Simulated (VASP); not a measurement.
# NbRu3C (Pm-3m) in VASP: a series of runs, part 2 of 2

VASP 6.6.1. Earlier steps stand in the parts before.

### 5 Single point, PBE

This run uses another cell than the first one, of 13.70 Å³/atom, 1.041 times its volume.

Input file INCAR:

```
SYSTEM = NbRu3C
PREC     = Accurate       ! precision mode
ENCUT    = 520            ! plane-wave cutoff, eV
EDIFF    = 1E-6           ! SCF threshold, eV
ISMEAR   = -1             ! smearing method
SIGMA    = 0.05           ! smearing width, eV
LREAL    = .FALSE.        ! projectors in reciprocal space
LASPH    = .TRUE.         ! aspherical terms in the spheres
NELM     = 100            ! most SCF steps
ALGO     = Normal         ! electronic algorithm
ISIF     = 2              ! what is computed and relaxed
LWAVE    = .FALSE.        ! write WAVECAR
LCHARG   = .TRUE.         ! write CHGCAR
GGA      = PE             ! functional
LELF     = .TRUE.         ! ELF
LVHAR    = .TRUE.       
NBANDS   = 38             ! bands
```

Input file KPOINTS:

```
Automatic mesh
0
G
  7 7 7
  0 0 0
```

Input file POSCAR:

```
NbRu3C
1.0
    4.0920602283      0.0000000000      0.0000000000
    0.0000000000      4.0920602283      0.0000000000
    0.0000000000      0.0000000000      4.0920602283
Ru Nb C
3 1 1
Direct
    0.5000000000      0.5000000000      0.0000000000
    0.5000000000      0.0000000000      0.5000000000
    0.0000000000      0.5000000000      0.5000000000
    0.0000000000      0.0000000000      0.0000000000
    0.5000000000      0.5000000000      0.5000000000
```

Potentials or basis: VASP PAW PBE potentials, release 64 (Ru_pv, Nb_sv, C).

Run with:

```bash
cat potpaw_PBE.64/Ru_pv/POTCAR potpaw_PBE.64/Nb_sv/POTCAR potpaw_PBE.64/C/POTCAR > POTCAR
mpirun -np 1 vasp_std > vasp.out
```

OUTCAR:

```text
SYSTEM = NbRu3C
   PREC = Accurate
   ENCUT = 520
   EDIFF = 1E-6
   ISMEAR = -1
   LREAL = .FALSE.
   LASPH = .TRUE.
   NELM = 100
   ISIF = 2
   GGA = PE

 ion  position               nearest neighbor table
   1  0.500  0.500  0.000-   5 2.05   5 2.05   4 2.89   2 2.89   2 2.89   3 2.89   3 2.89   2 2.89
                             4 2.89   2 2.89   3 2.89   4 2.89   3 2.89   4 2.89
   2  0.500  0.000  0.500-   5 2.05   5 2.05   4 2.89   1 2.89   1 2.89   4 2.89   1 2.89   3 2.89
                             3 2.89   1 2.89   3 2.89   4 2.89   4 2.89   3 2.89
   3  0.000  0.500  0.500-   5 2.05   5 2.05   4 2.89   1 2.89   1 2.89   4 2.89   2 2.89   4 2.89
                             4 2.89   1 2.89   2 2.89   2 2.89   1 2.89   2 2.89
   4  0.000  0.000  0.000-   1 2.89   2 2.89   3 2.89   2 2.89   3 2.89   1 2.89   3 2.89   3 2.89
                             1 2.89   2 2.89   2 2.89   1 2.89
   5  0.500  0.500  0.500-   1 2.05   2 2.05   3 2.05   1 2.05   2 2.05   3 2.05

  LATTYP: Found a simple cubic cell.
 ALAT       =     4.0920602283

  Lattice vectors:

 A1 = (   4.0920602283,   0.0000000000,   0.0000000000)
 A2 = (   0.0000000000,   4.0920602283,   0.0000000000)
 A3 = (   0.0000000000,   0.0000000000,   4.0920602283)

Analysis of symmetry for initial positions (statically):
=====================================================================
 Subroutine PRICEL returns:
 Original cell was already a primitive cell.

 Routine SETGRP: Setting up the symmetry group for a
 simple cubic supercell.

 Subroutine GETGRP returns: Found 48 space group operations
 (whereof 48 operations were pure point group operations)
 out of a pool of 48 trial point group operations.

The static configuration has the point symmetry O_h .

Analysis of symmetry for dynamics (positions and initial velocities):
=====================================================================
 Subroutine PRICEL returns:
 Original cell was already a primitive cell.

[... 126 lines left out ...]
   IMIX   =      4    mixing-type and parameters
     AMIX     =   0.40;   BMIX     =  1.00
     AMIX_MAG =   1.60;   BMIX_MAG =  1.00
  volume/ion in A,a.u.               =      13.70        92.48
  Fermi-wavevector in a.u.,A,eV,Ry     =   1.557460  2.943172 33.003390  2.425681
  Thomas-Fermi vector in A             =   2.661107
   LORBIT       =      0    0 simple, 1 ext, 2 COOP (PROOUT), +10 PAW based schemes
   GGA     = PE    functional components
   LHFCALC =     F    Hartree Fock is set to
   AEXX    =    0.0000 exact exchange contribution
   IVDW    =     0    specifies the selected vdW correction
   LEPSILON=     F    determine dielectric tensor
   LRPA    =     F    only Hartree local field effects (RPA)
 non-spin polarized calculation
  energy-cutoff  :      520.00
  volume of cell :       68.52
 maximum number of plane-waves:      1861
   NGX = 15   NGY = 15   NGZ = 15

 number of electron      59.0000019 magnetization

 Free energy of the ion-electron system (eV)
  ---------------------------------------------------
  ext. energy  EPLUGINS =         0.00000000
  ---------------------------------------------------
  free energy    TOTEN  =       -47.30052838 eV

  energy without entropy =      -47.27624311  energy(sigma->0) =      -47.28838574

 E-fermi :  11.7846     XC(G=0): -13.2228

 val. band max:       11.7404884590   @ k =   0.4286   0.1429   0.1429
 cond. band min:      11.7877515975   @ k =   0.4286   0.1429   0.1429
 fundamental gap:      0.0472631384
 Fermi energy:        11.7846418432

 k-point     1 :       0.0000    0.0000    0.0000
  band No.  band energies     occupation
      1     -44.3028      2.00000
      2     -31.8627      2.00000
      3     -31.8627      2.00000
      4     -31.8627      2.00000
      5     -31.2326      2.00000
      6     -31.2326      2.00000
[... 809 lines left out ...]
     37      14.2361      0.00000
     38      16.8898      0.00000

------------------------ aborting loop because EDIFF is reached ----------------------------------------

  FORCE on cell =-STRESS in cart. coord.  units (eV):
  Direction    XX          YY          ZZ          XY          YZ          ZX
  --------------------------------------------------------------------------------------
  -------------------------------------------------------------------------------------
  Total       -3.6562123     -3.6562123     -3.6562123      0.0000000     -0.0000000      0.0000000
  in kB      -85.4901226    -85.4901226    -85.4901226      0.0000000     -0.0000000      0.0000000
  external PRESSURE =     -85.4901226 kB  Pullay stress =       0.0000000 kB

 VOLUME and BASIS-vectors are now :
 -----------------------------------------------------------------------------
  energy-cutoff  :      520.00
  volume of cell :       68.52
      direct lattice vectors                 reciprocal lattice vectors
     4.092060228  0.000000000  0.000000000     0.244375680  0.000000000  0.000000000
     0.000000000  4.092060228  0.000000000     0.000000000  0.244375680  0.000000000
     0.000000000  0.000000000  4.092060228     0.000000000  0.000000000  0.244375680

 POSITION                                       TOTAL-FORCE (eV/Angst)
 -----------------------------------------------------------------------------------
      2.04603      2.04603      0.00000         0.000000      0.000000      0.000000
      2.04603      0.00000      2.04603         0.000000      0.000000      0.000000
      0.00000      2.04603      2.04603         0.000000      0.000000      0.000000
      0.00000      0.00000      0.00000         0.000000      0.000000      0.000000
      2.04603      2.04603      2.04603         0.000000      0.000000      0.000000
 -----------------------------------------------------------------------------------
    total drift:                                0.000000      0.000000     -0.000000

  FREE ENERGIE OF THE ION-ELECTRON SYSTEM (eV)
  ---------------------------------------------------
  free  energy   TOTEN  =       -47.3005283827 eV

  energy  without entropy=      -47.2762431065  energy(sigma->0) =      -47.28838574
```

stdout:

```text
POSCAR found type information on POSCAR RuNbC
 POSCAR found :  3 types and       5 ions
 scaLAPACK will be used
 LDA part: xc-table for (Slater+PW92), standard interpolation
 POSCAR, INCAR and KPOINTS ok, starting setup
 FFT: planning ... GRIDC
 FFT: planning ... GRID_SOFT
 FFT: planning ... GRID
 WAVECAR not read
 entering main loop
```

Run time: 47 s. Hardware: 1 thread of Intel Xeon 6975P-C, shared host; peak memory 0.2 GiB.

Results:

```
Free energy : -47.3005 eV
Pressure    : -8.5 GPa
```

Levels at points of the mesh, in eV from the Fermi level:
```
           k point  band 27  band 28  band 29  band 30  band 31  band 32
(0.00, 0.00, 0.00)    -1.35    -1.35     0.59     0.62     0.62     0.62
```

### 6 Single point, PBE

This run uses another cell than the first one, of 13.97 Å³/atom, 1.061 times its volume.

Input file INCAR:

```
SYSTEM = NbRu3C
ALGO = Normal ; EDIFF = 1E-6
ENCUT = 520 ; GGA = PE
ISIF = 2 ; ISMEAR = -1
LASPH = .True. ; LCHARG = .True.
LELF = .True. ; LREAL = .False.
LVHAR = .True. ; LWAVE = .False.
NBANDS = 38 ; NELM = 60
PREC = Accurate ; SIGMA = 0.05
```

Input file KPOINTS:

```
k-points
0
Gamma
  7 7 7
  0 0 0
```

Edit POSCAR of step 5 so:

```diff
@@ -2,5 +2,5 @@
 1.0
-    4.0920602283      0.0000000000      0.0000000000
-    0.0000000000      4.0920602283      0.0000000000
-    0.0000000000      0.0000000000      4.0920602283
+    4.1186327925      0.0000000000      0.0000000000
+    0.0000000000      4.1186327925      0.0000000000
+    0.0000000000      0.0000000000      4.1186327925
 Ru Nb C
```

Potentials or basis: VASP PAW PBE potentials, release 64 (Ru_pv, Nb_sv, C).

Run with:

```bash
cat potpaw_PBE.64/Ru_pv/POTCAR potpaw_PBE.64/Nb_sv/POTCAR potpaw_PBE.64/C/POTCAR > POTCAR
mpirun -np 1 vasp_std > vasp.out
```

OUTCAR:

```text
SYSTEM = NbRu3C
   EDIFF = 1E-6
   ENCUT = 520
   GGA = PE
   ISIF = 2
   ISMEAR = -1
   LASPH = .True.
   LREAL = .False.
   NELM = 60
   PREC = Accurate

 ion  position               nearest neighbor table
   1  0.500  0.500  0.000-   5 2.06   5 2.06   4 2.91   2 2.91   2 2.91   3 2.91   3 2.91   2 2.91
                             4 2.91   2 2.91   3 2.91   4 2.91   3 2.91   4 2.91
   2  0.500  0.000  0.500-   5 2.06   5 2.06   4 2.91   1 2.91   1 2.91   4 2.91   1 2.91   3 2.91
                             3 2.91   1 2.91   3 2.91   4 2.91   4 2.91   3 2.91
   3  0.000  0.500  0.500-   5 2.06   5 2.06   4 2.91   1 2.91   1 2.91   4 2.91   2 2.91   4 2.91
[... 1021 lines left out ...]
  -------------------------------------------------------------------------------------
  Total       -5.6988725     -5.6988725     -5.6988725     -0.0000000     -0.0000000      0.0000000
  in kB     -130.6893819   -130.6893819   -130.6893819     -0.0000000     -0.0000000      0.0000000
  external PRESSURE =    -130.6893819 kB  Pullay stress =       0.0000000 kB

 VOLUME and BASIS-vectors are now :
 -----------------------------------------------------------------------------
  energy-cutoff  :      520.00
  volume of cell :       69.86
      direct lattice vectors                 reciprocal lattice vectors
     4.118632792  0.000000000  0.000000000     0.242799019  0.000000000  0.000000000
     0.000000000  4.118632792  0.000000000     0.000000000  0.242799019  0.000000000
     0.000000000  0.000000000  4.118632792     0.000000000  0.000000000  0.242799019

 POSITION                                       TOTAL-FORCE (eV/Angst)
 -----------------------------------------------------------------------------------
      2.05932      2.05932      0.00000         0.000000      0.000000      0.000000
      2.05932      0.00000      2.05932         0.000000      0.000000      0.000000
      0.00000      2.05932      2.05932         0.000000      0.000000      0.000000
      0.00000      0.00000      0.00000         0.000000      0.000000      0.000000
      2.05932      2.05932      2.05932         0.000000      0.000000      0.000000
 -----------------------------------------------------------------------------------
    total drift:                                0.000000     -0.000000     -0.000000

  FREE ENERGIE OF THE ION-ELECTRON SYSTEM (eV)
  ---------------------------------------------------
  free  energy   TOTEN  =       -47.2105689064 eV

  energy  without entropy=      -47.1850010232  energy(sigma->0) =      -47.19778496
```

OSZICAR:

```text
N       E                     dE             d eps       ncg     rms          rms(c)
DAV:   1     0.707925713508E+03    0.70793E+03   -0.34745E+04  1520   0.166E+03
DAV:   2    -0.166040265929E+02   -0.72453E+03   -0.70634E+03  1622   0.557E+02
DAV:   3    -0.504223389700E+02   -0.33818E+02   -0.32271E+02  2360   0.111E+02
DAV:   4    -0.519347476336E+02   -0.15124E+01   -0.14930E+01  2040   0.191E+01
DAV:   5    -0.520119293622E+02   -0.77182E-01   -0.77077E-01  2260   0.450E+00    0.287E+01
DAV:   6    -0.475470283653E+02    0.44649E+01   -0.22757E+01  2024   0.258E+01    0.662E+00
DAV:   7    -0.473555430047E+02    0.19149E+00   -0.25509E+00  2066   0.756E+00    0.566E+00
DAV:   8    -0.473195585869E+02    0.35984E-01   -0.16594E+00  2234   0.535E+00    0.478E+00
DAV:   9    -0.472132614708E+02    0.10630E+00   -0.47959E-01  1896   0.332E+00    0.121E+00
DAV:  10    -0.472110372835E+02    0.22242E-02   -0.40597E-02  1966   0.103E+00    0.423E-01
DAV:  11    -0.472105550874E+02    0.48220E-03   -0.52507E-03  2026   0.467E-01    0.623E-02
DAV:  12    -0.472105627833E+02   -0.76960E-05   -0.56525E-04  2036   0.120E-01    0.464E-02
DAV:  13    -0.472105695577E+02   -0.67744E-05   -0.34200E-05  2110   0.428E-02    0.102E-02
DAV:  14    -0.472105689064E+02    0.65132E-06   -0.45302E-06  1782   0.121E-02
   1 F= -.47210569E+02 E0= -.47197785E+02  d E =-.255679E-01
```

stdout:

```text
POSCAR found type information on POSCAR RuNbC
 POSCAR found :  3 types and       5 ions
 scaLAPACK will be used
 LDA part: xc-table for (Slater+PW92), standard interpolation
 POSCAR, INCAR and KPOINTS ok, starting setup
 FFT: planning ... GRIDC
 FFT: planning ... GRID_SOFT
 FFT: planning ... GRID
 WAVECAR not read
 entering main loop
```

It took 37 s on 1 thread of Intel Xeon 6975P-C, shared host; peak memory 0.2 GiB.

What came out:

```yaml
Free_energy: -47.2106 eV
Pressure: -13.1 GPa
```

Levels at points of the mesh, in eV from the Fermi level:
```tsv
k point	band 25	band 26	band 27	band 28	band 29	band 30	band 31	band 32	band 33	band 34
(0.00, 0.00, 0.00)	-2.41	-2.41	-1.31	-1.31	0.57	0.59	0.59	0.59	1.72	1.72
```

### 7 Summary

| cell | gap on the mesh (eV) | pressure (GPa) |
| --- | --- | --- |
| a = 4.038 Å, 5 atoms | none | 2.2 |
| a = 4.065 Å, 5 atoms | none | -3.5 |
| a = 4.092 Å, 5 atoms | none | -8.5 |
| a = 4.119 Å, 5 atoms | none | -13.1 |

Alike in all rows: task single point; level PBE; potentials or basis VASP PAW PBE potentials, release 64 (Ru_pv, Nb_sv, C); no spin polarisation; k mesh 7 × 7 × 7; cutoff (eV) 520; smearing fermi-dirac 0.05 eV.

Total energies depend on the potentials used, so only differences within one code and one set of settings carry meaning.
